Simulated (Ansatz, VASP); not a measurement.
## LiH4S2 in VASP and in Ansatz

```
Li S H
1.0
     0.00000    5.61727    0.00000
     5.61727    0.00000    0.00000
     2.80863    2.80863   -5.62139
Li S H
2 4 8
Cartesian
  0.0000 0.0000 0.0000
  2.8086 5.6173 -2.8107
  2.8086 2.8086 -3.0647
  2.8086 5.6173 -0.2540
  2.8086 5.6173 -5.3674
  5.6173 5.6173 -2.5567
  5.6173 6.6132 -3.5968
  4.6213 2.8086 -0.7861
  5.6173 4.6213 -3.5968
  0.9960 2.8086 -0.7861
  5.6173 7.4300 -4.8353
  1.8127 2.8086 -2.0246
  5.6173 3.8046 -4.8353
  3.8046 2.8086 -2.0246
```

Alike in both runs: functional LDA; k mesh 5 × 5 × 5; occupations fermi-dirac, width 0.0107 eV; no spin polarisation.

Ansatz relaxed the structure, and its values are those at the end. VASP's run is a single point on that final structure, the one shown.

|  | VASP | Ansatz |
| --- | --- | --- |
| version | VASP 6.6.1 | Ansatz 0.2.0 |
| potentials or method | VASP PAW LDA potentials, release 64 (Li_sv, S, H), cutoff 520 eV | PAW plane waves |
| valence electrons in the cell | 38 | 38 |

```csv
,VASP,Ansatz,Ansatz less VASP
rms of the force components (eV/Å),0.024,0.007,-0.0168
```

LDA's correlation is that of Perdew and Zunger in VASP and of Perdew and Wang (1992) in Ansatz. Ansatz's warnings: stress scf threshold loose.

Noted on VASP's run: the cutoff is short for stress, so the pressure is rough.
